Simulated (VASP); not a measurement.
Crystal: GaN.

```
Ga N
1.0
     0.00000    2.10852    2.10852
     2.10852    0.00000    2.10852
     2.10852    2.10852    0.00000
Ga N
1 1
Direct
  0.00000 0.00000 0.00000
  0.50000 0.50000 0.50000
```

Base run:

```yaml
Program: VASP 6.6.1
Functional: r2SCAN
Potentials_or_basis: VASP PAW PBE potentials, release 64 (Ga_d, N)
Cutoff: 520 eV
k_mesh: 10 × 10 × 10
Occupations: gaussian, width 0.01 eV
Spin: no spin polarisation
```

Its results: band gap on the k mesh 1.18 eV, indirect (least direct gap 3.41 eV); pressure 1.3 GPa.

Q: The run is repeated on the same cell with these changes: functional from r2SCAN to PBE; k mesh from 10 × 10 × 10 to 6 × 6 × 6. What comes out?

A: Band gap on the k mesh 0.62 eV, indirect (least direct gap 2.83 eV); pressure 8.9 GPa.

Several settings changed at once, so the effect can't be laid on one alone.

Caveats: some runs use coarse meshes; the PAW data sets were made with another functional, which shifts forces and pressure a little (some runs).

A k mesh can miss the band edges.
